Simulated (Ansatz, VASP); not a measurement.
**One calculation of AlN, two programs**

INCAR

```
SYSTEM = AlN
PREC = Accurate
ENCUT = 600
EDIFF = 1E-6
ISMEAR = 0
SIGMA = 0.01
LREAL = .FALSE.
LASPH = .TRUE.
NELM = 120
ALGO = Normal
ISIF = 2
LWAVE = .FALSE.
LCHARG = .TRUE.
GGA = PS
LELF = .TRUE.
LVHAR = .TRUE.
NBANDS = 11
GGA_COMPAT = .FALSE.
```

File KPOINTS:

```
Automatic mesh
0
G
  8 8 8
  0 0 0
```

POSCAR

```
AlN
1.0
    0.0000000000      2.1886332073      2.1886332073
    2.1886332073      0.0000000000      2.1886332073
    2.1886332073      2.1886332073      0.0000000000
Al N
1 1
Direct
    0.0000000000      0.0000000000      0.0000000000
    0.2500000000      0.2500000000      0.2500000000
```

Input for Ansatz:

```yaml
crystal:
  lattice:
    - [0.0, 2.1886332073, 2.1886332073]
    - [2.1886332073, 0.0, 2.1886332073]
    - [2.1886332073, 2.1886332073, 0.0]
  atoms:
    - { symbol: Al, position: [0.0, 0.0, 0.0] }
    - { symbol: "N", position: [0.25, 0.25, 0.25] }
basis:
  ecutwfc: 600.0
kpoints:
  mp_grid: { grid: [8, 8, 8] }
  band_path:
    path:
      - [0.0, 0.0, 0.0]
      - [0.0, 0.0, 0.0]
      - [0.5, 0.5, 0.0]
      - [0.5, 0.5, 0.5]
      - [0.0041799815, 0.0041799815, 0.0]
      - [-0.0041799815, -0.0041799815, 0.0]
      - [0.0048266269, 0.0048266269, 0.0048266269]
      - [-0.0048266269, -0.0048266269, -0.0048266269]
      - [0.0041799815, 0.0041799815, 0.0]
      - [-0.0041799815, -0.0041799815, 0.0]
      - [0.5041799815, 0.5041799815, 0.0]
      - [0.4958200185, 0.4958200185, 0.0]
      - [0.5, 0.5041799815, 0.0041799815]
      - [0.5, 0.4958200185, -0.0041799815]
      - [0.5048266269, 0.5048266269, 0.5048266269]
      - [0.4951733731, 0.4951733731, 0.4951733731]
      - [0.4970443067, 0.5029556933, 0.5]
      - [0.5029556933, 0.4970443067, 0.5]
    npoints: 1
hamiltonian:
  xc: pbesol
  pseudopotentials: { kind: paw, azcp: { folder: soft_1 } }
scf:
  occupations: { method: fixed }
  n_extra_bands: 5
output:
  forces: true
  stress: true
  eigenvalues: true
```

Alike in both runs: task single point; functional PBEsol; k mesh 8 × 8 × 8; no spin polarisation.

|  | VASP | Ansatz |
| --- | --- | --- |
| version | VASP 6.6.1 | Ansatz 0.2.0 |
| potentials or method | VASP PAW PBE potentials, release 64 (Al, N), cutoff 600 eV | scalar-relativistic, plane waves, PAW |
| occupations | gaussian, width 0.01 eV | fixed |
| valence electrons in the cell | 8 | 8 |

|  | VASP | Ansatz | Ansatz less VASP |
| --- | --- | --- | --- |
| gap on the k mesh at the Fermi level (eV) | 3.18 | 3.19 | +0.007 |
| least direct gap on the mesh (eV) | 4.08 | 4.06 | -0.016 |
| pressure (GPa) | -0.1 | 0.0 | +0.11 |

VASP's potentials were made for PBE, not for PBEsol, and Ansatz warns of the same on its side.
